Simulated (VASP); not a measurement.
# Re3BiN (R3c) in VASP: single point with PBEsol

Aim: the single point of Re3BiN with PBEsol.

Program: VASP 6.6.1. These are calculated values, not measurements. Logs are shortened: lines on timing, memory, paths and dates and some standing lists are left out, and cuts for length are marked.

## Step 1: The cell of the first run

The structure is trigonal, space group R3c (No. 161). Conventional cell: a = 5.981 Å, b = 5.981 Å, c = 14.885 Å, α = 90.00°, β = 90.00°, γ = 120.00°. Within 3.9 Å of Bi (site symmetry 3) lie 12 Re at 2.47 to 3.65 Å and 7 N at 3.32 to 3.82 Å. Within 2.8 Å of N (site symmetry 3) lie 6 Re at 2.09 to 2.25 Å. Re (site symmetry 1) has 2 N at 2.09 to 2.25 Å and 3 Bi at 2.47 to 3.41 Å and 8 Re at 2.90 to 3.20 Å within 3.5 Å.

## Step 2: Single point, PBEsol

The input, INCAR:

```
SYSTEM = Re3BiN
ALGO     = Normal         ! electronic algorithm
EDIFF    = 1E-6           ! SCF threshold, eV
ENCUT    = 600            ! plane-wave cutoff, eV
GGA      = PS             ! functional
GGA_COMPAT= .False.      
ISIF     = 2              ! what is computed and relaxed
ISMEAR   = -1             ! smearing method
LASPH    = .True.         ! aspherical terms in the spheres
LCHARG   = .True.         ! write CHGCAR
LELF     = .True.         ! ELF
LREAL    = .False.        ! projectors in reciprocal space
LVHAR    = .True.       
LWAVE    = .False.        ! write WAVECAR
NBANDS   = 76             ! bands
NELM     = 120            ! most SCF steps
PREC     = Accurate       ! precision mode
SIGMA    = 0.1            ! smearing width, eV
```

The input, KPOINTS:

```
k-points
0
Gamma
  7 7 7
  0 0 0
```

The input, POSCAR:

```
Re3BiN
1.0
    5.9811101900      0.0000000000      0.0000000000
   -2.9905555900      5.1798033600      0.0000000000
   -2.9905555900      1.7266007900      4.9615836400
Bi N Re
2 2 6
Direct
    0.0000000000      0.0000000000      0.0000000000
    0.5000000000      0.5000000000      0.5000000000
    0.2228800000      0.7771200000      0.6686400000
    0.7228800000      0.2771200000      0.1686400000
    0.4056400000      0.0615600000      0.8663200000
    0.9384400000      0.4777600000      0.8663200000
    0.5222400000      0.5943600000      0.8663200000
    0.4384400000      0.0943600000      0.3663200000
    0.0222400000      0.5615600000      0.3663200000
    0.9056400000      0.9777600000      0.3663200000
```

Potentials or basis: VASP PAW PBE potentials, release 64 (Bi_d, N, Re_sv_GW).

The run is started by

```
$ cat potpaw_PBE.64/Bi_d/POTCAR potpaw_PBE.64/N/POTCAR potpaw_PBE.64/Re_sv_GW/POTCAR > POTCAR
$ mpirun -np 1 vasp_std > vasp.out
```

OUTCAR:

```text
SYSTEM = Re3BiN
   EDIFF = 1E-6
   ENCUT = 600
   GGA = PS
   ISIF = 2
   ISMEAR = -1
   LASPH = .True.
   LREAL = .False.
   NELM = 120
   PREC = Accurate

 ion  position               nearest neighbor table
   1  0.000  0.000  0.000-  10 2.47   8 2.47   9 2.47   5 2.73   6 2.73   7 2.73   5 3.41   7 3.41
                             6 3.41
   2  0.500  0.500  0.500-   6 2.47   7 2.47   5 2.47   9 2.73  10 2.73   8 2.73   9 3.41  10 3.41
                             8 3.41
   3  0.223  0.777  0.669-   7 2.09   6 2.09   5 2.09  10 2.25   8 2.25   9 2.25
   4  0.723  0.277  0.169-   8 2.09  10 2.09   9 2.09   6 2.25   7 2.25   5 2.25
   5  0.406  0.062  0.866-   3 2.09   4 2.25   2 2.47   1 2.73   6 2.90   7 2.90   8 3.03   8 3.03
                            10 3.06  10 3.06   7 3.20   6 3.20   1 3.41
   6  0.938  0.478  0.866-   3 2.09   4 2.25   2 2.47   1 2.73   7 2.90   5 2.90  10 3.03  10 3.03
                             9 3.06   9 3.06   7 3.20   5 3.20   1 3.41
   7  0.522  0.594  0.866-   3 2.09   4 2.25   2 2.47   1 2.73   6 2.90   5 2.90   9 3.03   9 3.03
                             8 3.06   8 3.06   6 3.20   5 3.20   1 3.41
   8  0.438  0.094  0.366-   4 2.09   3 2.25   1 2.47   2 2.73  10 2.90   9 2.90   5 3.03   5 3.03
                             7 3.06   7 3.06  10 3.20   9 3.20   2 3.41
   9  0.022  0.562  0.366-   4 2.09   3 2.25   1 2.47   2 2.73  10 2.90   8 2.90   7 3.03   7 3.03
                             6 3.06   6 3.06   8 3.20  10 3.20   2 3.41
  10  0.906  0.978  0.366-   4 2.09   3 2.25   1 2.47   2 2.73   8 2.90   9 2.90   6 3.03   6 3.03
                             5 3.06   5 3.06   8 3.20   9 3.20   2 3.41

  LATTYP: Found a trigonal (rhomboedric) cell.
 ALAT       =     6.0449884402
 COS(alpha) =     0.5105100868

  Lattice vectors:

 A1 = (  -2.9905555900,   1.7266007900,   4.9615836400)
 A2 = (  -0.0000000000,  -3.4532025700,   4.9615836400)
 A3 = (   2.9905546000,   1.7266007900,   4.9615836400)

Analysis of symmetry for initial positions (statically):
=====================================================================
 Subroutine PRICEL returns:
 Original cell was already a primitive cell.

 Routine SETGRP: Setting up the symmetry group for a
 trigonal (rhombohedral) supercell.

 Subroutine GETGRP returns: Found  6 space group operations
 (whereof  3 operations were pure point group operations)
 out of a pool of 12 trial point group operations.

The static configuration has the point symmetry C_3 .
 The point group associated with its full space group is C_3v.

Analysis of symmetry for dynamics (positions and initial velocities):
=====================================================================
 Subroutine PRICEL returns:
 Original cell was already a primitive cell.

 Routine SETGRP: Setting up the symmetry group for a
 trigonal (rhombohedral) supercell.

 Subroutine GETGRP returns: Found  6 space group operations
 (whereof  3 operations were pure point group operations)
 out of a pool of 12 trial point group operations.

The dynamic configuration has the point symmetry C_3 .
 The point group associated with its full space group is C_3v.

 Subroutine INISYM returns: Found  6 space group operations
 (whereof  3 operations are pure point group operations),
 and found     1 'primitive' translations

----------------------------------------------------------------------------------------

                                     Primitive cell

  volume of cell :     153.7147

  direct lattice vectors                    reciprocal lattice vectors
     5.981110190  0.000000000  0.000000000     0.167193041  0.096528777  0.067182868
    -2.990555590  5.179803360  0.000000000     0.000000000  0.193057522 -0.067182838
    -2.990555590  1.726600790  4.961583640     0.000000000  0.000000000  0.201548552

  length of vectors
     5.981110190  5.981119091  6.044988440     0.204413442  0.204413161  0.201548552

  position of ions in fractional coordinates (direct lattice)
     0.000000000  0.000000000  0.000000000
     0.500000000  0.500000000  0.500000000
     0.222880000  0.777120000  0.668640000
     0.722880000  0.277120000  0.168640000
     0.405640000  0.061560000  0.866320000
     0.938440000  0.477760000  0.866320000
     0.522240000  0.594360000  0.866320000
     0.438440000  0.094360000  0.366320000
     0.022240000  0.561560000  0.366320000
     0.905640000  0.977760000  0.366320000

  ion indices of the primitive-cell ions
   primitive index   ion index
                 1           1
                 2           2
                 3           3
                 4           4
                 5           5
                 6           6
                 7           7
                 8           8
                 9           9
                10          10

----------------------------------------------------------------------------------------

 KPOINTS: k-points

Automatic generation of k-mesh.
 Grid dimensions read from file:
 generate k-points for:    7    7    7

 Generating k-lattice:

  Cartesian coordinates                     Fractional coordinates (reciprocal lattice)
     0.023884720  0.013789825  0.009597553     0.142857143  0.000000000  0.000000000
     0.000000000  0.027579646 -0.009597548     0.000000000  0.142857143  0.000000000
     0.000000000  0.000000000  0.028792650     0.000000000  0.000000000  0.142857143

  Length of vectors
     0.029201920  0.029201880  0.028792650

  Shift w.r.t. Gamma in fractional coordinates (k-lattice)
     0.000000000  0.000000000  0.000000000

 Subroutine IBZKPT returns following result:
 ===========================================

 Found     44 irreducible k-points:

 Following reciprocal coordinates:
            Coordinates               Weight
  0.000000  0.000000  0.000000      1.000000
  0.142857 -0.000000  0.000000      6.000000
  0.285714 -0.000000 -0.000000      6.000000
  0.428571 -0.000000  0.000000      6.000000
  0.142857  0.142857  0.000000      6.000000
  0.285714  0.142857 -0.000000     12.000000
[... 16 lines left out ...]
  0.142857  0.285714  0.142857     12.000000
  0.285714  0.285714  0.142857     12.000000
 [... further k-points ...]
   k-points           NKPTS =     44   k-points in BZ     NKDIM =     44   number of bands    NBANDS=     76
   number of dos      NEDOS =    301   number of ions     NIONS =     10
   total plane-waves  NPLWV = 110592
   dimension x,y,z NGX =    48 NGY =   48 NGZ =   48
   dimension x,y,z NGXF=    96 NGYF=   96 NGZF=   96
   ions per type =               2   2   6
   NGX,Y,Z   is equivalent  to a cutoff of  13.34, 13.34, 13.20 a.u.
   NGXF,Y,Z  is equivalent  to a cutoff of  26.68, 26.68, 26.40 a.u.
 SYSTEM =  Re3BiN
   PREC   = accura    normal or accurate (medium, high low for compatibility)
   ISTART =      0    job   : 0-new  1-cont  2-samecut
   ICHARG =      2    charge: 1-file 2-atom 10-const
   ISPIN  =      1    spin polarized calculation?
   LNONCOLLINEAR =      F non collinear calculations
   LSORBIT =      F    spin-orbit coupling
   LASPH  =      T    aspherical Exc in radial PAW
   ENCUT  =  600.0 eV  44.10 Ry    6.64 a.u.  11.95 11.95 12.07*2*pi/ulx,y,z
   NELM   =    120;   NELMIN=  2; NELMDL= -5     # of ELM steps
   EDIFF  = 0.1E-05   stopping-criterion for ELM
   LREAL  =      F    real-space projection
   EDIFFG = 0.1E-04   stopping-criterion for IOM
   NSW    =      0    number of steps for IOM
   IBRION =     -1    ionic relax: 0-MD 1-quasi-New 2-CG
   NFREE  =      0    steps in history (QN), initial steepest desc. (CG)
   ISIF   =      2    stress and relaxation
   ISYM   =      2    0-nonsym 1-usesym 2-fastsym
   POTIM  = 0.5000    time-step for ionic-motion
   TEBEG  =    0.0;   TEEND  =   0.0 temperature during run
   PSTRESS=    0.0 pullay stress
   NELECT =     130.0000    total number of electrons
   NUPDOWN=      -1.0000    fix difference up-down
   EMIN   =  10.00;   EMAX   =-10.00  energy-range for DOS
   EFERMI =   0.00;   METHOD = LEGACY
   ISMEAR =    -1;   SIGMA  =   0.10  broadening in eV -4-tet -1-fermi 0-gaus
   EFERMI_NEDOS =   21; number of points for ismear=-14 and -15
   IALGO  =     38    algorithm
   IMIX   =      4    mixing-type and parameters
     AMIX     =   0.40;   BMIX     =  1.00
     AMIX_MAG =   1.60;   BMIX_MAG =  1.00
  volume/ion in A,a.u.               =      15.37       103.73
  Fermi-wavevector in a.u.,A,eV,Ry     =   1.548166  2.925609 32.610682  2.396818
  Thomas-Fermi vector in A             =   2.653155
   LORBIT       =      0    0 simple, 1 ext, 2 COOP (PROOUT), +10 PAW based schemes
   GGA     = PS    functional components
   LHFCALC =     F    Hartree Fock is set to
   AEXX    =    0.0000 exact exchange contribution
   IVDW    =     0    specifies the selected vdW correction
   LEPSILON=     F    determine dielectric tensor
   LRPA    =     F    only Hartree local field effects (RPA)
 non-spin polarized calculation
  energy-cutoff  :      600.00
  volume of cell :      153.71
 maximum number of plane-waves:      5149
   NGX = 23   NGY = 23   NGZ = 25

 number of electron     129.9999998 magnetization

 Free energy of the ion-electron system (eV)
  ---------------------------------------------------
  ext. energy  EPLUGINS =         0.00000000
  ---------------------------------------------------
  free energy    TOTEN  =      -102.81663647 eV

  energy without entropy =     -102.58134851  energy(sigma->0) =     -102.69899249

 E-fermi :  11.8379     XC(G=0): -13.1703

 val. band max:       11.8290628415   @ k =   0.2857  -0.0000   0.2857
 cond. band min:      11.8685786246   @ k =   0.4286  -0.0000   0.0000
 fundamental gap:      0.0395157832
 Fermi energy:        11.8379323101

 k-point     1 :       0.0000    0.0000    0.0000
  band No.  band energies     occupation
      1     -68.4676      2.00000
      2     -68.4468      2.00000
      3     -68.4430      2.00000
      4     -68.4430      2.00000
      5     -68.4330      2.00000
      6     -68.4330      2.00000
[... 68 lines left out ...]
     75      13.9264      0.00000
     76      14.0154      0.00000
[... 1815 lines left out ...]
     75      14.8136      0.00000
     76      15.0085      0.00000

 [... further k-points ...]

------------------------ aborting loop because EDIFF is reached ----------------------------------------

  FORCE on cell =-STRESS in cart. coord.  units (eV):
  Direction    XX          YY          ZZ          XY          YZ          ZX
  --------------------------------------------------------------------------------------
  -------------------------------------------------------------------------------------
  Total       -0.8370121     -0.8370154     14.0141299      0.0000001     -0.0000009     -0.0000009
  in kB       -8.7242268     -8.7242604    146.0701008      0.0000008     -0.0000097     -0.0000097
  external PRESSURE =      42.8738712 kB  Pullay stress =       0.0000000 kB

 VOLUME and BASIS-vectors are now :
 -----------------------------------------------------------------------------
  energy-cutoff  :      600.00
  volume of cell :      153.71
      direct lattice vectors                 reciprocal lattice vectors
     5.981110190  0.000000000  0.000000000     0.167193041  0.096528777  0.067182868
    -2.990555590  5.179803360  0.000000000     0.000000000  0.193057522 -0.067182838
    -2.990555590  1.726600790  4.961583640     0.000000000  0.000000000  0.201548552

 POSITION                                       TOTAL-FORCE (eV/Angst)
 -----------------------------------------------------------------------------------
      0.00000      0.00000      0.00000         0.000001      0.000001     -8.785241
     -0.00000      3.45320      2.48079         0.000001      0.000001     -8.785241
     -2.99056      5.17980      3.31751         0.000000      0.000000     -0.351228
      2.99055      1.72660      0.83672         0.000000      0.000000     -0.351228
     -0.34870      1.81466      4.29832         0.949472     -3.001422      3.045490
      1.59337      3.97049      4.29832         2.124566      2.322979      3.045490
     -1.24467      4.57446      4.29832        -3.074039      0.678442      3.045490
      1.24467      1.12125      1.81753         3.074038      0.678442      3.045490
     -2.64186      3.54126      1.81753        -0.949472     -3.001422      3.045490
      1.39719      5.69709      1.81753        -2.124567      2.322979      3.045490
 -----------------------------------------------------------------------------------
    total drift:                                0.000005      0.000135      0.000149

  FREE ENERGIE OF THE ION-ELECTRON SYSTEM (eV)
  ---------------------------------------------------
  free  energy   TOTEN  =      -102.8166364687 eV

  energy  without entropy=     -102.5813485144  energy(sigma->0) =     -102.69899249
```

Run time: 13 min. Hardware: 1 thread of Intel Xeon 6975P-C (Granite Rapids), shared host; peak memory 0.64 GiB.

What came out:

| Item | Value |
| --- | --- |
| Free energy | -102.8166 eV |
| Pressure | 4.3 GPa |
| Largest force | 8.785 eV/Å |
| Band gap on the k mesh | zero (bands 65 and 66 overlap by 0.30 eV) |

Forces on the atoms (eV/Å):
```
Bi   0.000  0.000 -8.785
Bi   0.000  0.000 -8.785
N    0.000  0.000 -0.351
N    0.000  0.000 -0.351
Re   0.949 -3.001  3.045
Re   2.125  2.323  3.045
Re  -3.074  0.678  3.045
Re   3.074  0.678  3.045
Re  -0.949 -3.001  3.045
Re  -2.125  2.323  3.045
```

Levels at points of the mesh, in eV from the Fermi level:
| k point | band 61 | band 62 | band 63 | band 64 | band 65 | band 66 | band 67 | band 68 | band 69 | band 70 |
| --- | --- | --- | --- | --- | --- | --- | --- | --- | --- | --- |
| (0.00, 0.00, 0.00) | -1.28 | -0.44 | -0.44 | -0.20 | -0.20 | 0.11 | 0.36 | 0.94 | 1.01 | 1.01 |

Caveat: the stress differs along the axes, from -1 to 15 GPa; the PAW data sets were made with another functional, which shifts forces and pressure a little; spin-orbit coupling is left out, which moves the levels of the heavy elements.

The gap in the log of VASP goes by the Fermi energy; the results here count the filled bands.